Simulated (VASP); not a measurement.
MgZn2TeSe2, 6 atoms in the cell. It takes space group P-3m1 (No. 164, trigonal). Conventional cell: a = 4.195 Å, b = 4.195 Å, c = 8.976 Å, α = 90.00°, β = 90.00°, γ = 120.00°. Within 4.5 Å of Mg (site symmetry -3m) lie 6 Zn at 3.34 Å and 6 Se at 3.38 Å and 6 Mg at 4.20 Å and 2 Te at 4.49 Å. Zn (site symmetry 3m) has 3 Se at 2.42 Å and 3 Te at 3.26 Å and 3 Mg at 3.34 Å within 3.4 Å. Within 4.2 Å of Te (site symmetry -3m) lie 6 Se at 3.23 Å and 6 Zn at 3.26 Å and 6 Te at 4.20 Å. Within 3.4 Å of Se (site symmetry 3m) lie 3 Zn at 2.42 Å and 3 Te at 3.23 Å and 3 Mg at 3.38 Å. The cell was generated, and may not be a known phase.

```yaml
Program: VASP 6.6.1
Task: single point
Functional: PBE
Potentials_or_basis: VASP PAW PBE potentials, release 64 (Mg, Zn, Te, Se)
Cutoff: 520 eV
k_mesh: 6 × 6 × 2
Occupations: gaussian, width 0.1 eV
Spin: no spin polarisation
Dipole_correction: no
Further_INCAR_settings: ALGO = Normal; EDIFF = 1e-06; NBANDS = 31
```

Potentials or basis: VASP PAW PBE potentials, release 64 (Mg, Zn, Te, Se).

Launch:

```sh
$ cat potpaw_PBE.64/Mg/POTCAR potpaw_PBE.64/Zn/POTCAR potpaw_PBE.64/Te/POTCAR potpaw_PBE.64/Se/POTCAR > POTCAR
$ mpirun -np 1 vasp_std > vasp.out
```

Hardware: 1 thread of Intel(R) Xeon(R) Platinum 8488C (Sapphire Rapids) (shared host).

Q: How long does it take, and how much memory?

A: Wall time 56 s on 1 thread of Intel(R) Xeon(R) Platinum 8488C (Sapphire Rapids) (shared host), peak memory 0.28 GiB. Counts: scf iterations 13, k points 14.
